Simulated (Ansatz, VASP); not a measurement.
TiSi2: VASP beside Ansatz

The input INCAR:

```
PREC = Accurate
ENCUT = 520
EDIFF = 1E-6
ISMEAR = 0
SIGMA = 0.1
LREAL = F
LASPH = T
NELM = 80
ALGO = Normal
ISIF = 2
LWAVE = F
LCHARG = F
GGA = PS
NBANDS = 29
```

File KPOINTS:

```
regular mesh
0
Gamma
  10 10 10
```

The input POSCAR:

```
TiSi2
1.0
    0.0000000000      4.0910612951      4.2480470632
    2.3808780425      0.0000000000      4.2480470632
    2.3808780425      4.0910612951      0.0000000000
Ti Si
2 4
Direct
    0.7500000000      0.7500000000      0.7500000000
    0.5000000000      0.5000000000      0.5000000000
    0.0861670623      0.4138329377      0.0861670623
    0.4138329377      0.0861670623      0.4138329377
    0.1638329377      0.8361670623      0.1638329377
    0.8361670623      0.1638329377      0.8361670623
```

Input for Ansatz:

```yaml
crystal:
  lattice:
    - [0.0, 4.0910612952, 4.2480470647]
    - [2.3808780416, 0.0, 4.2480470647]
    - [2.3808780416, 4.0910612952, 0.0]
  atoms:
    - { symbol: Ti, position: [0.75, 0.75, 0.75] }
    - { symbol: Ti, position: [0.5, 0.5, 0.5] }
    - { symbol: Si, position: [0.0861670625, 0.4138329375, 0.0861670625] }
    - { symbol: Si, position: [0.4138329375, 0.0861670625, 0.4138329375] }
    - { symbol: Si, position: [0.1638329375, 0.8361670625, 0.1638329375] }
    - { symbol: Si, position: [0.8361670625, 0.1638329375, 0.8361670625] }
basis:
  ecutwfc: 420
kpoints:
  mp_grid: { grid: [10, 10, 10] }
  band_path:
    path:
      - [[0.0, 0.0, 0.0], [0.5, 0.0, 0.5], [1.0, 0.5, 0.5], [0.5, 0.5, 0.0], [0.0, 0.0, 0.0], [0.0, 0.4132025, 0.4132025]]
      - [[1.0, 0.5867975, 0.5867975], [1.0, 0.5, 0.5]]
      - [[0.5, 0.0, 0.5], [0.5, 0.24385752, 0.74385752]]
      - [[0.5, 0.75614248, 0.25614248], [0.5, 0.5, 0.0]]
    npoints: 14
hamiltonian:
  xc: pbesol
scf:
  occupations: { method: gaussian, width: 0.1 }
  n_extra_bands: 15
output:
  forces: true
  stress: true
  eigenvalues: true
  populations: true
  dos: { projected: true, de: 0.02, nscf_kmesh: { grid: [15, 15, 15] } }
  bader: true
  write_density: true
  write_potential: true
  elf: true
  volumetric_format: npy
```

Alike in both runs: task single point; functional PBEsol; k mesh 10 × 10 × 10; occupations gaussian, width 0.1 eV; no spin polarisation.

|  | VASP | Ansatz |
| --- | --- | --- |
| version | VASP 6.6.1 | Ansatz 0.2.0 |
| potentials or method | VASP PAW PBE potentials, release 64 (Ti_sv, Si), cutoff 520 eV | scalar-relativistic, plane waves, PAW |
| valence electrons in the cell | 40 | 40 |

|  | VASP | Ansatz | Ansatz less VASP |
| --- | --- | --- | --- |
| gap on the k mesh at the Fermi level (eV) | none | none | - |
| pressure (GPa) | 0.2 | 0.0 | -0.17 |

VASP's potentials were made for PBE, not for PBEsol. A gap of «none» marks a metal or a gap that the smearing closes. With one functional, cell and mesh, what is left measures potentials, basis and numerics.
